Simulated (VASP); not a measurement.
# Be (P1) in VASP: a series of runs

Be is run at these levels: PBE+D3(BJ); tasks: single point.

All numbers are computed with VASP 6.6.1; they aren't measurements. Logs are shortened: lines on timing, memory, paths and dates and some standing lists are left out, and cuts for length are marked.

## 1. The cell of the first run

The typed cell holds 36 atoms: a = 6.983 Å, b = 6.983 Å, c = 7.295 Å, α = 90.00°, β = 90.00°, γ = 120.00°.

## 2. Single point, PBE+D3(BJ)

Input file INCAR:

```
PREC = Accurate
ENCUT = 520
EDIFF = 1E-7
ISMEAR = -1
SIGMA = 0.24
LREAL = Auto
LASPH = T
NELM = 100
ALGO = Normal
ISIF = 2
LWAVE = F
LCHARG = T
GGA = PE
IVDW = 12
LELF = T
LVHAR = T
NBANDS = 60
```

Input file KPOINTS:

```
regular mesh
0
Gamma
  2 2 2
```

Input file POSCAR:

```
Be
1.0
    6.9826430000      0.0000000000      0.0000000000
   -3.4913210000      6.0471460000      0.0000000000
    0.0000000000      0.0000000000      7.2945340000
Be
36
Direct
   -0.0003874461      0.0098228156     -0.0136266415
    0.1205458603      0.2329859408      0.2335584425
   -0.0563914796      0.0238128863      0.5213629822
    0.0086991271      0.1982753517      0.7562648964
    0.0051943496      0.3294942771      0.0064294717
    0.0933213030      0.5593382399      0.2591940760
    0.0755520286      0.3689012966      0.5000593595
    0.1731740520      0.6302807969      0.7450098937
   -0.0403955917      0.6794940952     -0.0042634663
    0.1199287909      0.9205168852      0.2371638819
    0.0382812615      0.6583766954      0.5186760388
    0.0778980821      0.8933966536      0.7295462603
    0.3497355144      0.0049775547      0.0004249757
    0.4547196052      0.1855586090      0.2480213267
    0.3195461469     -0.0313701703      0.5394998502
    0.4400251539      0.2472240624      0.7499313870
    0.3674319659      0.3499667446     -0.0123654232
    0.4696035802      0.6064679106      0.2429764533
    0.3331714722      0.3447742125      0.5212258933
    0.4354401838      0.5659529305      0.7530844328
    0.3245188730      0.6817761635      0.0106929380
    0.4175574849      0.8863850815      0.2548209385
    0.3640451464      0.6869025487      0.4754930198
    0.4872235100      0.8607366186      0.7703576404
    0.7056301744      0.0261114913      0.0157515202
    0.8087925052      0.2507959953      0.2458964479
    0.6102130114     -0.0299314751      0.4826627719
    0.7463691547      0.1974981256      0.7316163034
    0.6828534207      0.3285351470     -0.0135992237
    0.7641439328      0.5398083658      0.2543000005
    0.6808138371      0.3094186911      0.4897502705
    0.7301241666      0.5540299507      0.7354685029
    0.6357129386      0.6725982802     -0.0341625661
    0.8119330115      0.9142494658      0.2459101568
    0.6764796235      0.6582940118      0.4840884969
    0.7754267633      0.8597113415      0.7369353546
```

Potentials or basis: VASP PAW PBE potentials, release 64 (Be).

The run is started by

```sh
cat potpaw_PBE.64/Be/POTCAR > POTCAR
mpirun -np 1 vasp_std > vasp.out
```

OUTCAR:

```text
PREC = Accurate
   ENCUT = 520
   EDIFF = 1E-7
   ISMEAR = -1
   LREAL = Auto
   LASPH = T
   NELM = 100
   ISIF = 2
   GGA = PE
   IVDW = 12
 IVDW          = 12

 ion  position               nearest neighbor table
   1  1.000  0.010  0.986-   4 2.11  25 2.12   9 2.18  34 2.21  12 2.22   5 2.22  10 2.23   2 2.25
                            36 2.28
   2  0.121  0.233  0.234-   5 2.10  10 2.18  34 2.19  26 2.24   1 2.25   7 2.25  17 2.33   6 2.39

   3  0.944  0.024  0.521-  36 1.95   4 2.02   7 2.11  34 2.18  27 2.18  12 2.21  35 2.30
   4  0.009  0.198  0.756-  28 1.84   3 2.02   5 2.05  36 2.10   1 2.11   7 2.14
   5  0.005  0.329  0.006-   4 2.05   2 2.10  25 2.11  26 2.12   1 2.22  29 2.25   6 2.32  21 2.35

   6  0.093  0.559  0.259-  26 2.08  11 2.12   7 2.17  30 2.23  22 2.27  23 2.27  21 2.29   5 2.32
                             2 2.39
   7  0.076  0.369  0.500-  19 1.90   3 2.11  23 2.13   4 2.14  11 2.17   6 2.17   2 2.25
   8  0.173  0.630  0.745-  11 1.96  24 1.98  20 2.09  21 2.15  12 2.25  23 2.30
   9  0.960  0.679  0.996-   1 2.18  29 2.24  30 2.25  33 2.25  10 2.30  12 2.33  32 2.35
  10  0.120  0.921  0.237-  34 2.13  14 2.14   2 2.18  22 2.21  13 2.23   1 2.23   9 2.30
  11  0.038  0.658  0.519-   8 1.96  15 2.08   6 2.12  12 2.16   7 2.17  23 2.20
  12  0.078  0.893  0.730-  36 2.01  15 2.04  11 2.16   3 2.21   1 2.22   8 2.25   9 2.33
  13  0.350  0.005  0.000-  14 2.11  21 2.18  22 2.18  10 2.23  29 2.30  17 2.35  16 2.35
  14  0.455  0.186  0.248-  22 1.97  13 2.11  10 2.14  31 2.23  26 2.28  30 2.33  29 2.36
  15  0.320  0.969  0.539-  12 2.04  27 2.07  11 2.08  23 2.19  16 2.28  22 2.35  24 2.38
  16  0.440  0.247  0.750-  17 2.04  19 2.08  32 2.09  20 2.24  29 2.28  15 2.28  28 2.34  13 2.35

  17  0.367  0.350  0.988-  16 2.04  33 2.10  20 2.17  29 2.28   2 2.33  13 2.35
  18  0.470  0.606  0.243-  23 2.04  22 2.16  21 2.17  35 2.19  33 2.26  34 2.28  30 2.33
  19  0.333  0.345  0.521-   7 1.90  16 2.08  20 2.16  23 2.31  35 2.32
  20  0.435  0.566  0.753-  24 1.91  33 1.97   8 2.09  32 2.10  19 2.16  17 2.17  36 2.23  16 2.24
                            21 2.33  23 2.34
  21  0.325  0.682  0.011-  24 2.12   8 2.15  22 2.17  18 2.17  13 2.18  33 2.23   6 2.29  20 2.33
                             5 2.35
  22  0.418  0.886  0.255-  14 1.97  27 2.03  23 2.04  18 2.16  21 2.17  13 2.18  10 2.21   6 2.27
                            15 2.35
  23  0.364  0.687  0.475-  27 1.86  18 2.04  22 2.04   7 2.13  15 2.19  11 2.20   6 2.27  35 2.29
                             8 2.30  19 2.31  20 2.34
  24  0.487  0.861  0.770-  20 1.91   8 1.98  36 2.03  21 2.12  28 2.15  27 2.25  25 2.26  15 2.38
[... 21 lines left out ...]
  36  0.775  0.860  0.737-   3 1.95  32 2.00  12 2.01  24 2.03  33 2.04   4 2.10  35 2.21  20 2.23
                             1 2.28

  LATTYP: Found a hexagonal cell.
 ALAT       =     6.9826430000
 C/A-ratio  =     1.0446666112

  Lattice vectors:

 A1 = (   6.9826430000,   0.0000000000,   0.0000000000)
 A2 = (  -3.4913210000,   6.0471460000,   0.0000000000)
 A3 = (   0.0000000000,   0.0000000000,   7.2945340000)

Analysis of symmetry for initial positions (statically):
=====================================================================
 Subroutine PRICEL returns:
 Original cell was already a primitive cell.

 Routine SETGRP: Setting up the symmetry group for a
 hexagonal supercell.

 Subroutine GETGRP returns: Found  1 space group operations
 (whereof  1 operations were pure point group operations)
 out of a pool of 24 trial point group operations.

The static configuration has the point symmetry C_1 .

Analysis of symmetry for dynamics (positions and initial velocities):
=====================================================================
 Subroutine PRICEL returns:
 Original cell was already a primitive cell.

 Routine SETGRP: Setting up the symmetry group for a
 hexagonal supercell.

 Subroutine GETGRP returns: Found  1 space group operations
 (whereof  1 operations were pure point group operations)
 out of a pool of 24 trial point group operations.

The dynamic configuration has the point symmetry C_1 .

 Subroutine INISYM returns: Found  1 space group operations
 (whereof  1 operations are pure point group operations),
 and found     1 'primitive' translations

----------------------------------------------------------------------------------------

                                     Primitive cell

  volume of cell :     308.0121

  direct lattice vectors                    reciprocal lattice vectors
     6.982643000  0.000000000  0.000000000     0.143212248  0.082683621  0.000000000
    -3.491321000  6.047146000  0.000000000     0.000000000  0.165367266  0.000000000
     0.000000000  0.000000000  7.294534000     0.000000000  0.000000000  0.137088949

  length of vectors
     6.982643000  6.982642556  7.294534000     0.165367255  0.165367266  0.137088949

  position of ions in fractional coordinates (direct lattice)
[... 90 lines left out ...]

  Length of vectors
     0.082683628  0.082683633  0.068544475

  Shift w.r.t. Gamma in fractional coordinates (k-lattice)
     0.000000000  0.000000000  0.000000000

 Subroutine IBZKPT returns following result:
 ===========================================

 Found      8 irreducible k-points:

 Following reciprocal coordinates:
            Coordinates               Weight
  0.000000  0.000000  0.000000      1.000000
  0.500000  0.000000  0.000000      1.000000
  0.000000  0.500000  0.000000      1.000000
  0.500000  0.500000  0.000000      1.000000
  0.000000  0.000000  0.500000      1.000000
  0.500000  0.000000  0.500000      1.000000
  0.000000  0.500000  0.500000      1.000000
  0.500000  0.500000  0.500000      1.000000
   k-points           NKPTS =      8   k-points in BZ     NKDIM =      8   number of bands    NBANDS=     60
   number of dos      NEDOS =    301   number of ions     NIONS =     36
   total plane-waves  NPLWV = 157464
   dimension x,y,z NGX =    54 NGY =   54 NGZ =   54
   dimension x,y,z NGXF=   108 NGYF=  108 NGZF=  108
   ions per type =              36
   NGX,Y,Z   is equivalent  to a cutoff of  12.86, 12.86, 12.31 a.u.
   NGXF,Y,Z  is equivalent  to a cutoff of  25.71, 25.71, 24.61 a.u.
 SYSTEM =  unknown system
   PREC   = accura    normal or accurate (medium, high low for compatibility)
   ISTART =      0    job   : 0-new  1-cont  2-samecut
   ICHARG =      2    charge: 1-file 2-atom 10-const
   ISPIN  =      1    spin polarized calculation?
   LNONCOLLINEAR =      F non collinear calculations
   LSORBIT =      F    spin-orbit coupling
   LASPH  =      T    aspherical Exc in radial PAW
   ENCUT  =  520.0 eV  38.22 Ry    6.18 a.u.  12.98 12.98 13.56*2*pi/ulx,y,z
   NELM   =    100;   NELMIN=  2; NELMDL= -5     # of ELM steps
   EDIFF  = 0.1E-06   stopping-criterion for ELM
   LREAL  =      T    real-space projection
   EDIFFG = 0.1E-05   stopping-criterion for IOM
   NSW    =      0    number of steps for IOM
   IBRION =     -1    ionic relax: 0-MD 1-quasi-New 2-CG
   NFREE  =      0    steps in history (QN), initial steepest desc. (CG)
   ISIF   =      2    stress and relaxation
   ISYM   =      2    0-nonsym 1-usesym 2-fastsym
   POTIM  = 0.5000    time-step for ionic-motion
   TEBEG  =    0.0;   TEEND  =   0.0 temperature during run
   PSTRESS=    0.0 pullay stress
   NELECT =      72.0000    total number of electrons
   NUPDOWN=      -1.0000    fix difference up-down
   EMIN   =  10.00;   EMAX   =-10.00  energy-range for DOS
   EFERMI =   0.00;   METHOD = LEGACY
   ISMEAR =    -1;   SIGMA  =   0.24  broadening in eV -4-tet -1-fermi 0-gaus
   EFERMI_NEDOS =   21; number of points for ismear=-14 and -15
   IALGO  =     38    algorithm
   IMIX   =      4    mixing-type and parameters
     AMIX     =   0.40;   BMIX     =  1.00
     AMIX_MAG =   1.60;   BMIX_MAG =  1.00
  volume/ion in A,a.u.               =       8.56        57.74
  Fermi-wavevector in a.u.,A,eV,Ry     =   1.008470  1.905732 13.837289  1.017012
  Thomas-Fermi vector in A             =   2.141339
   LORBIT       =      0    0 simple, 1 ext, 2 COOP (PROOUT), +10 PAW based schemes
   GGA     = PE    functional components
   LHFCALC =     F    Hartree Fock is set to
   AEXX    =    0.0000 exact exchange contribution
   IVDW    =    12    specifies the selected vdW correction
   LEPSILON=     F    determine dielectric tensor
   LRPA    =     F    only Hartree local field effects (RPA)
 non-spin polarized calculation
  energy-cutoff  :      520.00
  volume of cell :      308.01
 maximum number of plane-waves:      8320
 NGX is ok and might be reduce to    54
   NGX = 25   NGY = 25   NGZ = 27

 number of electron      72.0000000 magnetization

 Free energy of the ion-electron system (eV)
  ---------------------------------------------------
  ext. energy  EPLUGINS =         0.00000000
  ---------------------------------------------------
  free energy    TOTEN  =      -126.72966983 eV

  energy without entropy =     -125.75603362  energy(sigma->0) =     -126.24285173

 E-fermi :   6.0848     XC(G=0): -10.3091

 val. band max:        6.0778017237   @ k =   0.0000   0.0000   0.0000
 cond. band min:       6.1066717031   @ k =   0.0000   0.5000   0.0000
 fundamental gap:      0.0288699794
 Fermi energy:         6.0848146781

 k-point     1 :       0.0000    0.0000    0.0000
  band No.  band energies     occupation
      1      -4.6049      2.00000
      2      -2.6282      2.00000
      3      -2.5665      2.00000
      4      -1.8450      2.00000
      5      -1.6376      2.00000
      6      -1.5806      2.00000
[... 397 lines left out ...]
     47       8.6153      0.00005
     48       9.1861      0.00000
 [bands above 48 left out]

------------------------ aborting loop because EDIFF is reached ----------------------------------------

 Edisp (eV)  -11.78632

 E8    (eV) :    -4.0787

  FORCE on cell =-STRESS in cart. coord.  units (eV):
  Direction    XX          YY          ZZ          XY          YZ          ZX
  --------------------------------------------------------------------------------------
  -------------------------------------------------------------------------------------
  Total      -6.16007    -9.08402   -22.51490    -0.55853     1.18256     2.33778
  in kB     -32.04265   -47.25207  -117.11508    -2.90529     6.15130    12.16036
  external pressure =      -65.47 kB  Pullay stress =        0.00 kB

 VOLUME and BASIS-vectors are now :
 -----------------------------------------------------------------------------
  energy-cutoff  :      520.00
  volume of cell :      308.01
      direct lattice vectors                 reciprocal lattice vectors
     6.982643000  0.000000000  0.000000000     0.143212248  0.082683621  0.000000000
    -3.491321000  6.047146000  0.000000000     0.000000000  0.165367266  0.000000000
     0.000000000  0.000000000  7.294534000     0.000000000  0.000000000  0.137088949

 POSITION                                       TOTAL-FORCE (eV/Angst)
 -----------------------------------------------------------------------------------
      6.94564      0.05940      7.19513         0.675131      0.037777      0.551991
      0.02830      1.40890      1.70370         0.226471      0.102607      0.974190
      6.50574      0.14400      3.80310         1.300752      0.564745     -1.859482
     -0.63150      1.19900      5.51660         3.716428      0.399172      0.272958
     -1.11410      1.99250      0.04690        -0.348763      1.088238     -0.495196
     -1.30120      3.38240      1.89070         0.783576      0.369383     -0.871861
[... 28 lines left out ...]
      2.42530      3.98080      3.53120        -0.377785      0.663054      0.098578
      2.41300      5.19880      5.37560        -1.078092      0.596459      0.504950
 -----------------------------------------------------------------------------------
    total drift:                               -0.002397     -0.000640      0.000352

  FREE ENERGIE OF THE ION-ELECTRON SYSTEM (eV)
  ---------------------------------------------------
  free  energy   TOTEN  =      -138.5159909537 eV

  energy  without entropy=     -137.5423547458  energy(sigma->0) =     -138.02917285
```

It took 4.8 min on 1 thread of Intel Xeon Platinum 8488C (Sapphire Rapids), shared host; peak memory 0.4 GiB.

Results:

```yaml
Free_energy: -138.5160 eV
Pressure: -6.5 GPa
Largest_force: 3.748 eV/Å
Band_gap_on_the_k_mesh: zero (bands 36 and 37 overlap by 0.56 eV)
Dispersion_energy_per_atom: -0.327 eV
```

Forces on the atoms (eV/Å):
```
Be   0.675  0.038  0.552
Be   0.226  0.103  0.974
Be   1.301  0.565 -1.859
Be   3.716  0.399  0.273
Be  -0.349  1.088 -0.495
Be   0.784  0.369 -0.872
Be  -2.552  0.274  0.133
Be  -1.003 -1.047  0.745
Be   0.986  0.049 -0.239
Be   0.256 -0.859  0.592
Be  -2.044 -0.200 -1.237
Be   0.432  0.151  0.801
Be  -0.334 -0.010 -0.906
Be  -0.376  1.872  0.312
Be   0.406  0.995 -0.881
Be   0.879 -1.116 -0.199
Be  -0.986 -0.504  1.230
Be   0.294 -0.920 -0.366
Be   1.432 -0.757 -1.105
Be   0.043 -1.336 -1.057
Be   0.304 -0.697 -0.355
Be   0.038 -0.604 -0.529
Be  -1.199 -2.028  1.714
Be  -0.848  1.685  0.127
Be  -0.977 -0.514 -1.024
Be  -0.224 -0.969  0.358
Be   2.069  1.698  0.464
Be  -1.566  0.467  0.237
Be  -0.720  0.247  0.187
Be  -0.280  0.319 -0.550
Be  -1.176  1.139  0.229
Be   1.939 -1.052  0.357
Be   0.697  0.733  1.782
Be  -0.389 -0.839  0.003
Be  -0.378  0.663  0.099
Be  -1.078  0.596  0.505
```

Stress tensor (GPa, compression positive):
```
 -3.20  -0.29   1.22
 -0.29  -4.73   0.62
  1.22   0.62 -11.71
```

Caveat: the k points lie up to 0.52 Å⁻¹ apart, too coarse for converged energies and pressures of a metal; forces of over 1 eV/Å act on the atoms, so gaps and moduli don't describe the material at rest.

[end of part 1 of 2]

The gap in the log of VASP goes by the Fermi energy; the results here count the filled bands.